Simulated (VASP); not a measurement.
Ir: single point with PBE

The system is Ir, a wire with vacuum.

```
Ir
1.0
    11.70000    0.00000    0.00000
     0.00000   13.20000    0.00000
     0.00000    0.00000    2.58309
Ir
4
Direct
  0.60623 0.50000 0.00000
  0.50000 0.64315 0.50000
  0.50000 0.35685 0.50000
  0.39377 0.50000 0.00000
```

```json
{
  "Program": "VASP 6.6.1",
  "Task": "single point",
  "Functional": "PBE",
  "Potentials or basis": "VASP PAW PBE potentials, release 64 (Ir)",
  "Cutoff": "520 eV",
  "k mesh": "1 × 1 × 20",
  "Occupations": "gaussian, width 0.05 eV",
  "Spin": "no spin polarisation",
  "Dipole correction": "no",
  "Further INCAR settings": "ALGO = Normal; EDIFF = 1e-07; NBANDS = 26"
}
```

```
Largest force          : 0.098 eV/Å
Band gap on the k mesh : zero (band 18 reaches -2.60 eV, above the bottom of band 19 at -3.36 eV)
```

Forces on the atoms (eV/Å):
```
Ir   0.098  0.000  0.000
Ir   0.000  0.083  0.000
Ir   0.000 -0.083  0.000
Ir  -0.098  0.000  0.000
```

Levels at points of the mesh, in eV from the Fermi level:
```
           k point  band 17  band 18  band 19  band 20  band 21  band 22
(0.00, 0.00, 0.00)    -0.72    -0.47    -0.40     0.65     0.77     0.87
(0.00, 0.00, 0.50)     0.22     0.30     0.95     1.06     3.30     3.65
```

It took 98 s on 1 thread of Intel(R) Xeon(R) 6975P-C (Granite Rapids), with other jobs on the host, peak memory 0.44 GiB.

Caveat: spin-orbit coupling is left out, which moves the levels of the heavy elements.
